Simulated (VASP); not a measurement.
Here is a VASP 6.6.1 calculation.

Contents of INCAR:

```
PREC = Accurate
ENCUT = 520
EDIFF = 1E-6
ISMEAR = 0
SIGMA = 0.1
LREAL = F
LASPH = T
NELM = 80
ALGO = Fast
ISIF = 2
LWAVE = F
LCHARG = F
GGA = PE
NBANDS = 19
```

File KPOINTS:

```
regular mesh
0
Gamma
  18 18 18
```

POSCAR

```
Cr
1.0
    2.9617432169      0.0000000000      0.0000000000
    0.0000000000      2.9617432169      0.0000000000
    0.0000000000      0.0000000000      2.7794820959
Cr
2
Direct
    0.0000000000      0.0000000000      0.0000000000
    0.5000000000      0.5000000000      0.5000000000
```

Potentials or basis: VASP PAW PBE potentials, release 64 (Cr_pv).

Command:

```console
$ cat potpaw_PBE.64/Cr_pv/POTCAR > POTCAR
$ mpirun -np 1 vasp_std > vasp.out
```

Problem. Estimate the pressure.

Solution. -12.2 GPa.

Problem. Predict the band gap on the k mesh.

Solution. Zero (bands 12 and 13 overlap by 1.63 eV).

Stress tensor (GPa, compression positive):
```
-18.68   0.00   0.00
  0.00 -18.68   0.00
  0.00   0.00   0.92
```

Caveat: the cell differs from its parent crystal (biaxial strain in the a-b plane: +4.0 %); the stress differs along the axes, from -19 to 1 GPa; the run has no spin polarisation, though such a crystal can be magnetic. Spin polarisation is off, so any magnetic state and its effect on volume and gap are missing.
